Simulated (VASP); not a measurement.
# P3C (Cmmm) in VASP: notebook, part 2 of 2

VASP 6.6.1. Earlier steps stand in the parts before.

### 5 Relaxation of cell and atoms, PBE

This run uses another cell than the first one, of 17.86 Å³/atom.

INCAR

```
SYSTEM = P3C
  ALGO = Normal
  EDIFF = 1E-7
  EDIFFG = -0.04
  ENCUT = 600
  GGA = PE
  GGA_COMPAT = .FALSE.
  IBRION = 2
  ISIF = 3
  ISMEAR = 0
  LASPH = .TRUE.
  LCHARG = .FALSE.
  LREAL = .FALSE.
  LWAVE = .FALSE.
  NELM = 120
  NELMIN = 4
  NSW = 90
  PREC = Accurate
  SIGMA = 0.1
```

KPOINTS

```
k-points
0
G
  6 6 2
  0 0 0
```

POSCAR

```
P3C
1.0
    1.6732344900     -2.3241164700      0.0000000000
    1.6732344900      2.3241164700      0.0000000000
    0.0000000000      0.0000000000      9.1840378700
P C
3 1
Direct
    0.5000000000      0.5000000000      0.7422130100
    0.0000000000      0.0000000000      0.5000000000
    0.5000000000      0.5000000000      0.2577869900
    0.0000000000      0.0000000000      0.0000000000
```

The run is started by

```sh
$ cat potpaw_PBE.64/P/POTCAR potpaw_PBE.64/C/POTCAR > POTCAR
$ mpirun -np 1 vasp_std > vasp.out
```

It took 4.4 min on 1 thread of Intel Xeon 6975P-C (Granite Rapids), shared host; peak memory 0.22 GiB.

The run converged. Its results:

| Quantity | Value |
| --- | --- |
| Free energy | -21.0063 eV |
| Relaxed volume | 13.57 Å³/atom |
| Relaxed cell | a = 3.183 Å, b = 3.183 Å, c = 6.844 Å, α = 90.00°, β = 90.00°, γ = 128.50° |
| Space group after relaxing (to 0.1 Å) | Cmmm (No. 65) |
| Energy gained by relaxing | 1085.7 meV/atom |
| Ionic steps | 33 |
| Pressure after relaxing | 0.0 GPa |
| Largest force after relaxing | 0.016 eV/Å |
| Band gap on the k mesh | zero (an odd number of electrons rules out a gap without spin polarisation) |

Forces on the atoms (eV/Å):
```
P    0.000  0.000  0.016
P    0.000  0.000  0.000
P    0.000  0.000 -0.016
C    0.000  0.000  0.000
```

Stress tensor (GPa, compression positive):
```
 0.36  0.00  0.00
 0.00 -0.22  0.00
 0.00  0.00 -0.10
```

Step by step:
```
step  energy change (eV)  largest force (eV/Å)  pressure (GPa)  volume (Å³)
   1              0.0000                0.2104          -17.14        71.43
   2             -1.5348                1.0690           -5.23        53.43
   3             -1.6369                1.4438            0.11        49.79
   4             -1.6409                1.5727            2.05        48.86
   5             -2.0842                2.1622            5.68        46.29
   6             -2.5432                2.8117           14.17        43.09
   7             -1.5515                1.5150           77.92        36.32
   8             -2.5387                3.5269           21.25        41.87
   9             -2.5005                2.8095           43.64        39.13
  10             -2.6264                3.8866           30.68        40.41
  11             -2.6153                3.5492           34.88        39.97
  12             -2.7211                2.8676           36.59        39.96
  13             -2.8828                2.0454           39.18        39.92
  14             -2.6872                2.5975           50.89        39.76
  15             -2.9169                1.0710           40.13        39.90
  16             -2.8953                1.0751           45.13        39.83
  17             -2.9374                0.4288           41.18        39.88
  18             -3.1520                0.2469           36.07        40.73
  19             -3.6577                0.0892           23.92        43.38
  20             -4.1002                0.6009            5.21        49.00
  21             -4.1171                0.6027            3.00        50.15
  22             -4.1194                0.6154            1.39        50.94
  23             -4.1794                0.3199            0.78        51.38
  24             -4.2730                0.5412           -0.25        52.66
  25             -4.2765                0.8365           -0.56        52.96
  26             -4.3003                0.7909            0.36        53.10
  27             -4.3167                0.4802            2.12        53.32
  28             -4.3354                0.1121            1.24        54.02
  29             -4.3377                0.0765            0.83        54.38
  30             -4.3411                0.0586           -0.47        54.68
  31             -4.3411                0.0637           -0.51        54.69
  32             -4.3419                0.0490           -0.37        54.57
  33             -4.3429                0.0157            0.01        54.27
```

Final structure:
```
CELL_PARAMETERS angstrom
1.38281 -2.86706 0.00000
1.38281 2.86706 0.00000
0.00000 0.00000 6.84406
ATOMIC_POSITIONS crystal
P 0.50000 0.50000 0.81050
P 0.00000 0.00000 0.50000
P 0.50000 0.50000 0.18950
C 0.00000 0.00000 0.00000
```

Levels at points of the mesh, in eV from the Fermi level:
| k point | band 6 | band 7 | band 8 | band 9 | band 10 | band 11 | band 12 | band 13 |
| --- | --- | --- | --- | --- | --- | --- | --- | --- |
| (0.00, 0.00, 0.00) | -3.38 | -2.17 | 1.82 | 2.15 | 3.37 | 3.50 | 3.67 | 3.76 |
| (0.50, 0.00, 0.00) | -7.46 | -1.97 | -1.69 | -1.41 | -0.51 | 0.59 | 0.59 | 0.77 |
| (0.50, 0.50, 0.00) | -4.80 | -4.51 | -3.93 | -3.04 | 2.21 | 2.50 | 2.67 | 2.69 |
| (0.00, 0.00, 0.50) | -2.12 | -0.88 | 1.00 | 1.23 | 2.70 | 3.74 | 4.39 | 4.53 |
| (0.50, 0.00, 0.50) | -4.97 | -4.24 | -3.87 | -1.83 | -1.04 | 0.11 | 0.21 | 4.68 |
| (0.50, 0.50, 0.50) | -6.48 | -3.92 | -2.28 | -0.40 | 0.15 | 1.53 | 1.82 | 4.37 |

Caveat: the k points lie up to 0.46 Å⁻¹ apart in the final cell, too coarse for converged energies and pressures of a metal; the volume moved by over 15 % at a fixed basis, so the end points are rough.

### 6 Relaxation of cell and atoms, PBE

INCAR

```
SYSTEM = P3C
PREC = Accurate ; ENCUT = 600
EDIFF = 1E-7 ; ISMEAR = 0
SIGMA = 0.1 ; LREAL = .False.
LASPH = .True. ; NELM = 120
ALGO = Normal ; ISIF = 3
LWAVE = .False. ; LCHARG = .False.
GGA = PE ; IBRION = 2
NSW = 90 ; EDIFFG = -0.04
GGA_COMPAT = .False. ; NELMIN = 4
```

KPOINTS

```
regular mesh
0
Gamma
  8 8 4
  0 0 0
```

POSCAR

```
P3C
1.0
    1.3842926049     -2.8604067861      0.0000000000
    1.3842926049      2.8604067861      0.0000000000
    0.0000000000      0.0000000000      6.8458485136
P C
3 1
Direct
    0.5000000000      0.5000000000      0.8102194339
    0.0000000000      0.0000000000      0.5000000000
    0.5000000000      0.5000000000      0.1897805661
    0.0000000000      0.0000000000      0.0000000000
```

Potentials or basis: VASP PAW PBE potentials, release 64 (P, C).

The run is started by

```sh
$ cat potpaw_PBE.64/P/POTCAR potpaw_PBE.64/C/POTCAR > POTCAR
$ mpirun -np 1 vasp_std > vasp.out
```

Wall time 2 min (1 thread of Intel Xeon 6975P-C (Granite Rapids), shared host); peak memory 0.22 GiB.

The run converged. Its results:

| Quantity | Value |
| --- | --- |
| Free energy | -21.0610 eV |
| Relaxed volume | 13.88 Å³/atom |
| Relaxed cell | a = 3.195 Å, b = 3.195 Å, c = 7.113 Å, α = 90.00°, β = 90.00°, γ = 130.13° |
| Space group after relaxing (to 0.1 Å) | Cmmm (No. 65) |
| Energy gained by relaxing | 32.7 meV/atom |
| Ionic steps | 7 |
| Pressure after relaxing | 0.0 GPa |
| Band gap on the k mesh | zero (an odd number of electrons rules out a gap without spin polarisation) |

Stress tensor (GPa, compression positive):
```
-0.19  0.00  0.00
 0.00  0.34  0.00
 0.00  0.00 -0.05
```

Step by step:
```tsv
step	energy change (eV)	largest force (eV/Å)	pressure (GPa)	volume (Å³)
1	0.0000	0.5767	-0.46	54.21
2	-0.1010	0.3379	2.13	53.88
3	-0.1085	0.1979	2.98	53.78
4	-0.1230	0.2915	-1.07	55.75
5	-0.1261	0.2568	0.06	55.14
6	-0.1306	0.0738	0.03	55.63
7	-0.1310	0.0004	0.03	55.52
```

Final structure:
```
P C
1.0
     1.34706   -2.89730    0.00000
     1.34706    2.89730    0.00000
     0.00000    0.00000    7.11269
P C
3 1
Direct
  0.50000 0.50000 0.81912
  0.00000 0.00000 0.50000
  0.50000 0.50000 0.18088
  0.00000 0.00000 0.00000
```

Levels at points of the mesh, in eV from the Fermi level:
```tsv
k point	band 6	band 7	band 8	band 9	band 10	band 11	band 12	band 13
(0.00, 0.00, 0.00)	-3.41	-2.72	1.66	1.80	2.67	3.56	4.22	4.61
(0.50, 0.00, 0.00)	-7.14	-2.21	-1.77	-1.51	-1.19	0.56	0.56	0.66
(0.50, 0.50, 0.00)	-4.96	-4.84	-4.05	-3.88	1.64	3.21	3.25	3.50
(0.00, 0.00, 0.50)	-2.69	-1.85	0.42	0.87	3.19	3.55	4.25	4.44
(0.50, 0.00, 0.50)	-4.92	-4.53	-3.64	-2.02	-1.14	0.15	0.35	3.91
(0.50, 0.50, 0.50)	-6.37	-3.88	-2.88	-0.73	-0.53	1.77	2.48	3.69
```

### 7 Single point, PBE

This run uses another cell than the first one, of 14.26 Å³/atom.

INCAR

```
PREC = Accurate ; ENCUT = 600
EDIFF = 1E-6 ; ISMEAR = 0
SIGMA = 0.1 ; LREAL = False
LASPH = True ; NELM = 120
ALGO = Normal ; ISIF = 2
LWAVE = False ; LCHARG = False
GGA = PE ; NBANDS = 18
GGA_COMPAT = False
```

KPOINTS

```
regular mesh
0
Gamma
  18 18 8
```

POSCAR

```
P3C
1.0
    1.3488697710     -2.9826973208      0.0000000000
    1.3488697710      2.9826973208      0.0000000000
    0.0000000000      0.0000000000      7.0911286521
P C
3 1
Direct
    0.5000000000      0.5000000000      0.8171957051
    0.0000000000      0.0000000000      0.5000000000
    0.5000000000      0.5000000000      0.1828042949
    0.0000000000      0.0000000000      0.0000000000
```

The run is started by

```sh
$ cat potpaw_PBE.64/P/POTCAR potpaw_PBE.64/C/POTCAR > POTCAR
$ mpirun -np 1 vasp_std > vasp.out
```

Run time: 3.9 min. Hardware: 1 thread of Intel Xeon 6975P-C (Granite Rapids), shared host; peak memory 0.55 GiB.

It converged, with:

| Property | Result |
| --- | --- |
| Free energy | -21.0595 eV |
| Pressure | -0.3 GPa |
| Largest force | 0.072 eV/Å |
| Band gap on the k mesh | zero (an odd number of electrons rules out a gap without spin polarisation) |

Forces on the atoms (eV/Å):
```
P    0.000  0.000  0.072
P    0.000  0.000  0.000
P    0.000  0.000 -0.072
C    0.000  0.000  0.000
```

Stress tensor (GPa, compression positive):
```
-0.40  0.00  0.00
 0.00 -0.03  0.00
 0.00  0.00 -0.56
```

Levels at points of the mesh, in eV from the Fermi level:
```
           k point  band 5  band 6  band 7  band 8  band 9  band 10  band 11  band 12  band 13  band 14
(0.00, 0.00, 0.00)   -5.42   -3.20   -2.89    1.33    1.49     2.90     3.53     4.28     4.57     5.12
(0.50, 0.00, 0.00)   -8.22   -7.00   -2.01   -1.61   -1.33    -0.93     0.64     0.67     0.68     0.98
(0.50, 0.50, 0.00)   -4.79   -4.78   -4.60   -3.94   -3.58     1.97     3.47     3.50     3.65     3.91
(0.00, 0.00, 0.50)   -3.20   -2.86   -1.55    0.49    0.72     2.98     3.55     4.30     4.36     5.03
(0.50, 0.00, 0.50)   -7.00   -4.75   -4.31   -3.49   -1.85    -1.02     0.25     0.38     4.12     4.33
(0.50, 0.50, 0.50)   -7.77   -6.05   -3.58   -2.45   -0.58    -0.25     1.91     2.65     4.02     5.43
```

### 8 The runs side by side

| task | cell | k mesh | gap on the mesh (eV) | pressure (GPa) | relaxed volume (Å³/atom) | largest force (eV/Å) |
| --- | --- | --- | --- | --- | --- | --- |
| single point | a = 3.178, b = 3.178, c = 6.846 Å, angles 90.0, 90.0, 128.4°, 4 atoms, atomic positions A | 6 × 6 × 2 | none | -0.2 | - | 0.06 |
| single point | a = 2.864, b = 2.864, c = 9.184 Å, angles 90.0, 90.0, 108.5°, 4 atoms, atomic positions B | 6 × 6 × 2 | none | -17.1 | - | 0.21 |
| single point | a = 3.208, b = 3.208, c = 7.111 Å, angles 90.0, 90.0, 130.4°, 4 atoms, atomic positions C | 8 × 8 × 4 | none | -0.2 | - | 0.06 |
| relaxation of cell and atoms | relaxed from a = 2.864, b = 2.864, c = 9.184 Å, angles 90.0, 90.0, 108.5°, 4 atoms, atomic positions B | 6 × 6 × 2 | none | 0.0 | 13.57 | 0.02 |
| relaxation of cell and atoms | relaxed from a = 3.178, b = 3.178, c = 6.846 Å, angles 90.0, 90.0, 128.4°, 4 atoms, atomic positions A | 8 × 8 × 4 | none | 0.0 | 13.88 | - |
| single point | a = 3.274, b = 3.274, c = 7.091 Å, angles 90.0, 90.0, 131.3°, 4 atoms, atomic positions C | 18 × 18 × 8 | none | -0.3 | - | 0.07 |

Alike in all rows: level PBE; potentials or basis VASP PAW PBE potentials, release 64 (P, C); no spin polarisation; cutoff (eV) 600; smearing gaussian 0.1 eV.

Caveats: some runs use coarse meshes; the volume moved by over 15 % at a fixed basis, so the end points are rough (at least some runs).

Absolute energies hang on the potentials; compare differences alone.
